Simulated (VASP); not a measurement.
# Be4CuSi (F-43m) in VASP: further runs

Be4CuSi is run at these levels: PBE; tasks: single point.

Everything below comes from runs of VASP 6.6.1. Logs are shortened: lines on timing, memory, paths and dates and some standing lists are left out, and cuts for length are marked.

### Step 1. The cell of the first run

The structure is cubic, space group F-43m (No. 216). The conventional cell has a = 5.863 Å, b = 5.863 Å, c = 5.863 Å, α = 90.00°, β = 90.00°, γ = 90.00°. Be (site symmetry 3m) has 6 Be at 2.07 Å and 3 Si at 2.43 Å and 3 Cu at 2.43 Å within 2.7 Å. Si (site symmetry -43m) has 12 Be at 2.43 Å and 4 Cu at 2.54 Å within 3.2 Å. Within 3.2 Å of Cu (site symmetry -43m) lie 12 Be at 2.43 Å and 4 Si at 2.54 Å.

### Step 2. Single point, PBE

Input file INCAR:

```
PREC = Accurate
ENCUT = 520
EDIFF = 1E-6
ISMEAR = -1
SIGMA = 0.05
LREAL = False
LASPH = True
NELM = 80
ALGO = Normal
ISIF = 2
LWAVE = False
LCHARG = True
GGA = PE
LELF = True
LVHAR = True
NBANDS = 20
```

Input file KPOINTS:

```
regular mesh
0
Gamma
  7 7 7
```

Input file POSCAR:

```
Be4CuSi
1.0
    0.0000000000      2.9316513218      2.9316513218
    2.9316513218      0.0000000000      2.9316513218
    2.9316513218      2.9316513218      0.0000000000
Be Si Cu
4 1 1
Direct
    0.3749810000      0.3749810000      0.3749810000
    0.8750560000      0.3749810000      0.3749810000
    0.3749810000      0.3749810000      0.8750560000
    0.3749810000      0.8750560000      0.3749810000
    0.0000000000      0.0000000000      0.0000000000
    0.7500000000      0.7500000000      0.7500000000
```

Potentials or basis: VASP PAW PBE potentials, release 64 (Be, Si, Cu).

The run is started by

```console
$ cat potpaw_PBE.64/Be/POTCAR potpaw_PBE.64/Si/POTCAR potpaw_PBE.64/Cu/POTCAR > POTCAR
$ mpirun -np 1 vasp_std > vasp.out
```

OUTCAR:

```text
PREC = Accurate
   ENCUT = 520
   EDIFF = 1E-6
   ISMEAR = -1
   LREAL = False
   LASPH = True
   NELM = 80
   ISIF = 2
   GGA = PE

 ion  position               nearest neighbor table
   1  0.375  0.375  0.375-   2 2.07   3 2.07   4 2.07   2 2.07   4 2.07   3 2.07   5 2.43   5 2.43
                             5 2.43   6 2.43   6 2.43   6 2.43
   2  0.875  0.375  0.375-   1 2.07   3 2.07   4 2.07   4 2.07   3 2.07   1 2.07   5 2.43   5 2.43
                             5 2.43   6 2.43   6 2.43   6 2.43
   3  0.375  0.375  0.875-   1 2.07   2 2.07   4 2.07   4 2.07   2 2.07   1 2.07   5 2.43   5 2.43
                             5 2.43   6 2.43   6 2.43   6 2.43
   4  0.375  0.875  0.375-   1 2.07   2 2.07   3 2.07   2 2.07   3 2.07   1 2.07   5 2.43   5 2.43
                             5 2.43   6 2.43   6 2.43   6 2.43
   5  0.000  0.000  0.000-   2 2.43   3 2.43   4 2.43   1 2.43   1 2.43   1 2.43   2 2.43   3 2.43
                             4 2.43   3 2.43   2 2.43   4 2.43   6 2.54   6 2.54   6 2.54   6 2.54
   6  0.750  0.750  0.750-   3 2.43   4 2.43   2 2.43   3 2.43   2 2.43   4 2.43   1 2.43   1 2.43
                             1 2.43   2 2.43   3 2.43   4 2.43   5 2.54   5 2.54   5 2.54   5 2.54

  LATTYP: Found a face centered cubic cell.
 ALAT       =     5.8633026436

  Lattice vectors:

 A1 = (   0.0000000000,   2.9316513218,   2.9316513218)
 A2 = (   2.9316513218,   0.0000000000,   2.9316513218)
 A3 = (   2.9316513218,   2.9316513218,   0.0000000000)

Analysis of symmetry for initial positions (statically):
=====================================================================
 Subroutine PRICEL returns:
 Original cell was already a primitive cell.

 Routine SETGRP: Setting up the symmetry group for a
 face centered cubic supercell.

 Subroutine GETGRP returns: Found 24 space group operations
 (whereof 24 operations were pure point group operations)
 out of a pool of 48 trial point group operations.

The static configuration has the point symmetry T_d .

Analysis of symmetry for dynamics (positions and initial velocities):
=====================================================================
 Subroutine PRICEL returns:
 Original cell was already a primitive cell.

 Routine SETGRP: Setting up the symmetry group for a
 face centered cubic supercell.

 Subroutine GETGRP returns: Found 24 space group operations
 (whereof 24 operations were pure point group operations)
 out of a pool of 48 trial point group operations.

The dynamic configuration has the point symmetry T_d .

 Subroutine INISYM returns: Found 24 space group operations
 (whereof 24 operations are pure point group operations),
 and found     1 'primitive' translations
[... 102 lines left out ...]
   IBRION =     -1    ionic relax: 0-MD 1-quasi-New 2-CG
   NFREE  =      0    steps in history (QN), initial steepest desc. (CG)
   ISIF   =      2    stress and relaxation
   ISYM   =      2    0-nonsym 1-usesym 2-fastsym
   POTIM  = 0.5000    time-step for ionic-motion
   TEBEG  =    0.0;   TEEND  =   0.0 temperature during run
   PSTRESS=    0.0 pullay stress
   NELECT =      23.0000    total number of electrons
   NUPDOWN=      -1.0000    fix difference up-down
   EMIN   =  10.00;   EMAX   =-10.00  energy-range for DOS
   EFERMI =   0.00;   METHOD = LEGACY
   ISMEAR =    -1;   SIGMA  =   0.05  broadening in eV -4-tet -1-fermi 0-gaus
   EFERMI_NEDOS =   21; number of points for ismear=-14 and -15
   IALGO  =     38    algorithm
   IMIX   =      4    mixing-type and parameters
     AMIX     =   0.40;   BMIX     =  1.00
     AMIX_MAG =   1.60;   BMIX_MAG =  1.00
  volume/ion in A,a.u.               =       8.40        56.68
  Fermi-wavevector in a.u.,A,eV,Ry     =   1.260458  2.381921 21.616324  1.588755
  Thomas-Fermi vector in A             =   2.393967
   LORBIT       =      0    0 simple, 1 ext, 2 COOP (PROOUT), +10 PAW based schemes
   GGA     = PE    functional components
   LHFCALC =     F    Hartree Fock is set to
   AEXX    =    0.0000 exact exchange contribution
   IVDW    =     0    specifies the selected vdW correction
   LEPSILON=     F    determine dielectric tensor
   LRPA    =     F    only Hartree local field effects (RPA)
 non-spin polarized calculation
  energy-cutoff  :      520.00
  volume of cell :       50.39
 maximum number of plane-waves:      1374
   NGX = 15   NGY = 15   NGZ = 15

 number of electron      22.9999990 magnetization

 Free energy of the ion-electron system (eV)
  ---------------------------------------------------
  ext. energy  EPLUGINS =         0.00000000
  ---------------------------------------------------
  free energy    TOTEN  =       -23.19009840 eV

  energy without entropy =      -23.17515471  energy(sigma->0) =      -23.18262655

 E-fermi :  10.1555     XC(G=0): -11.7634

 val. band max:       10.0147770990   @ k =   0.4286   0.1429   0.0000
 cond. band min:      10.1695228689   @ k =  -0.4286   0.2857   0.1429
 fundamental gap:      0.1547457700
 Fermi energy:        10.1554949364

 k-point     1 :       0.0000    0.0000    0.0000
  band No.  band energies     occupation
      1      -3.6243      2.00000
      2       3.9038      2.00000
      3       3.9038      2.00000
      4       3.9038      2.00000
      5       4.8026      2.00000
      6       4.8026      2.00000
[... 449 lines left out ...]
     19      18.5608      0.00000
     20      18.9961      0.00000

------------------------ aborting loop because EDIFF is reached ----------------------------------------

  FORCE on cell =-STRESS in cart. coord.  units (eV):
  Direction    XX          YY          ZZ          XY          YZ          ZX
  --------------------------------------------------------------------------------------
  -------------------------------------------------------------------------------------
  Total        5.6968941      5.6968941      5.6968941      0.0000000      0.0000000      0.0000000
  in kB      181.1264111    181.1264111    181.1264111      0.0000000      0.0000000      0.0000000
  external PRESSURE =     181.1264111 kB  Pullay stress =       0.0000000 kB

 VOLUME and BASIS-vectors are now :
 -----------------------------------------------------------------------------
  energy-cutoff  :      520.00
  volume of cell :       50.39
      direct lattice vectors                 reciprocal lattice vectors
     0.000000000  2.931651322  2.931651322    -0.170552342  0.170552342  0.170552342
     2.931651322  0.000000000  2.931651322     0.170552342 -0.170552342  0.170552342
     2.931651322  2.931651322  0.000000000     0.170552342  0.170552342 -0.170552342

 POSITION                                       TOTAL-FORCE (eV/Angst)
 -----------------------------------------------------------------------------------
      2.19863      2.19863      2.19863        -0.016585     -0.016585     -0.016585
      2.19863      3.66467      3.66467        -0.016585      0.016585      0.016585
      3.66467      3.66467      2.19863         0.016585      0.016585     -0.016585
      3.66467      2.19863      3.66467         0.016585     -0.016585      0.016585
      0.00000      0.00000      0.00000        -0.000000     -0.000000     -0.000000
      4.39748      4.39748      4.39748        -0.000000     -0.000000     -0.000000
 -----------------------------------------------------------------------------------
    total drift:                               -0.000157     -0.000157     -0.000158

  FREE ENERGIE OF THE ION-ELECTRON SYSTEM (eV)
  ---------------------------------------------------
  free  energy   TOTEN  =       -23.1900983994 eV

  energy  without entropy=      -23.1751547066  energy(sigma->0) =      -23.18262655
```

Run time: 17 s. Hardware: 1 thread of Intel Xeon Platinum 8488C (Sapphire Rapids), shared host; peak memory 0.18 GiB.

Results:

```yaml
Free_energy: -23.1901 eV
Pressure: 18.1 GPa
Largest_force: 0.029 eV/Å
```

Forces in eV/Å, atoms in the order of the input:
```
Be  -0.017 -0.017 -0.017
Be  -0.017  0.017  0.017
Be   0.017  0.017 -0.017
Be   0.017 -0.017  0.017
Si   0.000  0.000  0.000
Cu   0.000  0.000  0.000
```

Levels at points of the mesh, in eV from the Fermi level:
| k point | band 8 | band 9 | band 10 | band 11 | band 12 | band 13 | band 14 | band 15 |
| --- | --- | --- | --- | --- | --- | --- | --- | --- |
| (0.00, 0.00, 0.00) | -2.83 | -2.83 | -2.83 | -0.57 | -0.44 | -0.44 | -0.44 | 1.24 |

### Step 3. Single point, PBE

This run uses another cell than the first one, of 8.78 Å³/atom, 1.045 times its volume.

Input file INCAR:

```
SYSTEM = Be4CuSi
PREC = Accurate ; ENCUT = 520
EDIFF = 1E-6 ; ISMEAR = -1
SIGMA = 0.05 ; LREAL = .FALSE.
LASPH = .TRUE. ; NELM = 80
ALGO = Normal ; ISIF = 2
LWAVE = .FALSE. ; LCHARG = .TRUE.
GGA = PE ; LELF = .TRUE.
LVHAR = .TRUE. ; NBANDS = 20
```

Input file KPOINTS:

```
Automatic mesh
0
G
  7 7 7
  0 0 0
```

Edit POSCAR of step 2 so:

```diff
@@ -2,5 +2,5 @@
 1.0
-    0.0000000000      2.9316513218      2.9316513218
-    2.9316513218      0.0000000000      2.9316513218
-    2.9316513218      2.9316513218      0.0000000000
+    0.0000000000      2.9754137636      2.9754137636
+    2.9754137636      0.0000000000      2.9754137636
+    2.9754137636      2.9754137636      0.0000000000
 Be Si Cu
```

Potentials or basis: VASP PAW PBE potentials, release 64 (Be, Si, Cu).

The run is started by

```console
$ cat potpaw_PBE.64/Be/POTCAR potpaw_PBE.64/Si/POTCAR potpaw_PBE.64/Cu/POTCAR > POTCAR
$ mpirun -np 1 vasp_std > vasp.out
```

Wall time 18 s (1 thread of Intel Xeon Platinum 8488C (Sapphire Rapids), shared host); peak memory 0.18 GiB.

It converged, with:

* Free energy: -23.3901 eV
* Pressure: 10.3 GPa
* Largest force: 0.006 eV/Å

Forces on the atoms (eV/Å):
```
Be  -0.003 -0.003 -0.003
Be  -0.003  0.003  0.003
Be   0.003  0.003 -0.003
Be   0.003 -0.003  0.003
Si   0.000  0.000  0.000
Cu   0.000  0.000  0.000
```

Levels at points of the mesh, in eV from the Fermi level:
| k point | band 9 | band 10 | band 11 | band 12 | band 13 | band 14 |
| --- | --- | --- | --- | --- | --- | --- |
| (0.00, 0.00, 0.00) | -2.70 | -2.70 | -0.77 | -0.41 | -0.41 | -0.41 |

### Step 4. Single point, PBE

This run uses another cell than the first one, of 9.16 Å³/atom, 1.091 times its volume.

Input file INCAR:

```
SYSTEM = Be4CuSi
  PREC = Accurate
  ENCUT = 520
  EDIFF = 1E-6
  ISMEAR = -1
  SIGMA = 0.05
  LREAL = .False.
  LASPH = .True.
  NELM = 80
  ALGO = Normal
  ISIF = 2
  LWAVE = .False.
  LCHARG = .False.
  GGA = PE
  NBANDS = 20
```

Input file KPOINTS:

```
regular mesh
0
Gamma
  7 7 7
  0 0 0
```

Edit POSCAR of step 3 so:

```diff
@@ -2,5 +2,5 @@
 1.0
-    0.0000000000      2.9754137636      2.9754137636
-    2.9754137636      0.0000000000      2.9754137636
-    2.9754137636      2.9754137636      0.0000000000
+    0.0000000000      3.0179254180      3.0179254180
+    3.0179254180      0.0000000000      3.0179254180
+    3.0179254180      3.0179254180      0.0000000000
 Be Si Cu
```

Potentials or basis: VASP PAW PBE potentials, release 64 (Be, Si, Cu).

The run is started by

```console
$ cat potpaw_PBE.64/Be/POTCAR potpaw_PBE.64/Si/POTCAR potpaw_PBE.64/Cu/POTCAR > POTCAR
$ mpirun -np 1 vasp_std > vasp.out
```

OUTCAR:

```text
SYSTEM = Be4CuSi
   PREC = Accurate
   ENCUT = 520
   EDIFF = 1E-6
   ISMEAR = -1
   LREAL = .False.
   LASPH = .True.
   NELM = 80
   ISIF = 2
   GGA = PE

 ion  position               nearest neighbor table
   1  0.375  0.375  0.375-   2 2.13   3 2.13   4 2.13   2 2.13   4 2.13   3 2.13   5 2.50   5 2.50
                             5 2.50   6 2.50   6 2.50   6 2.50
   2  0.875  0.375  0.375-   1 2.13   3 2.13   4 2.13   4 2.13   3 2.13   1 2.13   5 2.50   5 2.50
                             5 2.50   6 2.50   6 2.50   6 2.50
   3  0.375  0.375  0.875-   1 2.13   2 2.13   4 2.13   4 2.13   2 2.13   1 2.13   5 2.50   5 2.50
                             5 2.50   6 2.50   6 2.50   6 2.50
   4  0.375  0.875  0.375-   1 2.13   2 2.13   3 2.13   2 2.13   3 2.13   1 2.13   5 2.50   5 2.50
                             5 2.50   6 2.50   6 2.50   6 2.50
[... 665 lines left out ...]
  external PRESSURE =      40.5439183 kB  Pullay stress =       0.0000000 kB

 VOLUME and BASIS-vectors are now :
 -----------------------------------------------------------------------------
  energy-cutoff  :      520.00
  volume of cell :       54.97
      direct lattice vectors                 reciprocal lattice vectors
     0.000000000  3.017925418  3.017925418    -0.165676725  0.165676725  0.165676725
     3.017925418  0.000000000  3.017925418     0.165676725 -0.165676725  0.165676725
     3.017925418  3.017925418  0.000000000     0.165676725  0.165676725 -0.165676725

 POSITION                                       TOTAL-FORCE (eV/Angst)
 -----------------------------------------------------------------------------------
      2.26333      2.26333      2.26333         0.007367      0.007367      0.007367
      2.26333      3.77252      3.77252         0.007367     -0.007367     -0.007367
      3.77252      3.77252      2.26333        -0.007367     -0.007367      0.007367
      3.77252      2.26333      3.77252        -0.007367      0.007367     -0.007367
      0.00000      0.00000      0.00000        -0.000000     -0.000000     -0.000000
      4.52689      4.52689      4.52689        -0.000000     -0.000000     -0.000000
 -----------------------------------------------------------------------------------
    total drift:                               -0.000146     -0.000146     -0.000147

  FREE ENERGIE OF THE ION-ELECTRON SYSTEM (eV)
  ---------------------------------------------------
  free  energy   TOTEN  =       -23.4901980274 eV

  energy  without entropy=      -23.4711119622  energy(sigma->0) =      -23.48065499
```

OSZICAR:

```text
N       E                     dE             d eps       ncg     rms          rms(c)
DAV:   1     0.996492624753E+02    0.99649E+02   -0.94946E+03   800   0.120E+03
DAV:   2    -0.216395422821E+02   -0.12129E+03   -0.11345E+03   812   0.263E+02
DAV:   3    -0.305596785237E+02   -0.89201E+01   -0.84465E+01  1072   0.744E+01
DAV:   4    -0.308128144918E+02   -0.25314E+00   -0.25090E+00  1036   0.115E+01
DAV:   5    -0.308198001991E+02   -0.69857E-02   -0.69789E-02  1112   0.216E+00    0.286E+01
DAV:   6    -0.475156849521E+02   -0.16696E+02   -0.36379E+02   900   0.420E+02    0.242E+01
DAV:   7    -0.271062851011E+02    0.20409E+02   -0.46759E+01  1060   0.929E+01    0.113E+01
DAV:   8    -0.235903362943E+02    0.35159E+01   -0.14746E+01  1080   0.127E+02    0.398E+00
DAV:   9    -0.241650607749E+02   -0.57472E+00   -0.79123E+00   940   0.805E+01    0.570E+00
DAV:  10    -0.234867424323E+02    0.67832E+00   -0.16337E+00   936   0.483E+01    0.923E-01
DAV:  11    -0.235033913249E+02   -0.16649E-01   -0.14093E-01   932   0.265E+00    0.931E-01
DAV:  12    -0.234901051413E+02    0.13286E-01   -0.33977E-02  1044   0.625E+00    0.118E-01
DAV:  13    -0.234911224955E+02   -0.10174E-02   -0.10154E-02  1264   0.245E+00    0.238E-01
DAV:  14    -0.234905875684E+02    0.53493E-03   -0.12148E-03  1204   0.741E-01    0.149E-01
DAV:  15    -0.234903311500E+02    0.25642E-03   -0.25319E-04  1148   0.469E-01    0.886E-02
DAV:  16    -0.234901998326E+02    0.13132E-03   -0.30419E-04  1104   0.544E-01    0.200E-02
DAV:  17    -0.234901979299E+02    0.19027E-05   -0.61678E-05  1260   0.143E-01    0.476E-03
DAV:  18    -0.234901980274E+02   -0.97502E-07   -0.14078E-06   632   0.238E-02
   1 F= -.23490198E+02 E0= -.23480655E+02  d E =-.190861E-01
```

stdout:

```text
POSCAR found type information on POSCAR BeSiCu
 POSCAR found :  3 types and       6 ions
 scaLAPACK will be used
 LDA part: xc-table for (Slater+PW92), standard interpolation
 POSCAR, INCAR and KPOINTS ok, starting setup
 FFT: planning ... GRIDC
 FFT: planning ... GRID_SOFT
 FFT: planning ... GRID
 WAVECAR not read
 entering main loop
```

Run time: 18 s. Hardware: 1 thread of Intel Xeon Platinum 8488C (Sapphire Rapids), shared host; peak memory 0.18 GiB.

What came out:

```yaml
Free_energy: -23.4902 eV
Pressure: 4.1 GPa
Largest_force: 0.013 eV/Å
```

Forces on the atoms (eV/Å):
```
Be   0.007  0.007  0.007
Be   0.007 -0.007 -0.007
Be  -0.007 -0.007  0.007
Be  -0.007  0.007 -0.007
Si   0.000  0.000  0.000
Cu   0.000  0.000  0.000
```

### Step 5. Summary

| cell | gap on the mesh (eV) | pressure (GPa) | largest force (eV/Å) |
| --- | --- | --- | --- |
| a = 4.146 Å, angles 60.0°, 6 atoms | none | 18.1 | 0.03 |
| a = 4.208 Å, angles 60.0°, 6 atoms | none | 10.3 | 0.01 |
| a = 4.268 Å, angles 60.0°, 6 atoms | none | 4.1 | 0.01 |

Alike in all rows: task single point; level PBE; potentials or basis VASP PAW PBE potentials, release 64 (Be, Si, Cu); no spin polarisation; k mesh 7 × 7 × 7; cutoff (eV) 520; smearing fermi-dirac 0.05 eV.

Total energies depend on the potentials used, so only differences within one code and one set of settings carry meaning.
